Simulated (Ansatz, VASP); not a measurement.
**One calculation of Sb, two programs**

Contents of POSCAR:

```
Sb
1.0
   -3.0837874052      3.0821622656      1.6411620775
    3.0821622656     -3.0837874052      1.6411620775
    3.1040034169      3.1040034169     -1.6441385236
Sb
2
Direct
    0.0001435861      0.9998564139      0.0000000000
    0.7498564139      0.2501435861      0.5000000000
```

Contents of INCAR.step1:

```
SYSTEM = Sb
ALGO = Normal
EDIFF = 1E-4
ENCUT = 520
GGA = PE
ISMEAR = -1
LASPH = .TRUE.
LCHARG = .FALSE.
LREAL = .FALSE.
LWAVE = .TRUE.
NBANDS = 12
NELM = 60
PREC = Accurate
SIGMA = 0.1
```

The input INCAR.step2:

```
SYSTEM = Sb
ALGO = Normal
EDIFF = 1E-6
ENCUT = 520
ISIF = 2
ISMEAR = -1
ISTART = 1
LASPH = .TRUE.
LCHARG = .FALSE.
LMIXTAU = .TRUE.
LREAL = .FALSE.
LWAVE = .FALSE.
METAGGA = R2SCAN
NBANDS = 12
NELM = 60
PREC = Accurate
SIGMA = 0.1
```

Contents of KPOINTS:

```
k-points
0
G
  13 13 8
  0 0 0
```

Input for Ansatz:

```yaml
crystal:
  lattice:
    - [-3.0837874052, 3.0821622656, 1.6411620775]
    - [3.0821622656, -3.0837874052, 1.6411620775]
    - [3.1040034169, 3.1040034169, -1.6441385236]
  atoms:
    - { symbol: Sb, position: [0.0001435861, 0.9998564139, 0.0] }
    - { symbol: Sb, position: [0.7498564139, 0.2501435861, 0.5] }
hamiltonian:
  xc: r2scan
  pseudopotentials:
    kind: paw
    azcp:
      Sb: "pseudopotentials/Sb.paw.azcp"
basis:
  ecutwfc: 500
  fft_grid_basis: typed
kpoints:
  mp_grid: { grid: [13, 13, 8], shift: [0, 0, 0] }
magnetization:
  spin_polarized: false
scf:
  occupations: { method: fermi_dirac, width: 0.1 }
  lower_state_search: "off"
output:
  stress: true
  write_density: true
  write_potential: true
  elf: true
  volumetric_format: npy
```

Alike in both runs: task single point; functional r2SCAN; k mesh 13 × 13 × 8; occupations fermi-dirac, width 0.1 eV; no spin polarisation.

|  | VASP | Ansatz |
| --- | --- | --- |
| version | VASP 6.6.1 | Ansatz 0.2.0 |
| potentials or method | VASP PAW PBE potentials, release 64 (Sb), cutoff 520 eV | plane waves (500 eV) with PAW, scalar-relativistic |
| valence electrons in the cell | 10 | 30 |

VASP gave:

| Quantity | Value |
| --- | --- |
| pressure (GPa) | -3.8 |
| traceless stress, the component that is largest in VASP (GPa) | -0.34 |

Q: Which values does Ansatz return?

A: Pressure (GPa): -3.8; traceless stress, the component that is largest in VASP (GPa): -0.33.

VASP's potentials were made for PBE, not for r2SCAN. With one functional, cell and mesh, what is left measures potentials, basis and numerics. VASP's potentials hold 10 valence electrons a cell and Ansatz's 30, so a difference there can come from the potentials and not from the codes.

Neither program's run includes spin-orbit coupling.
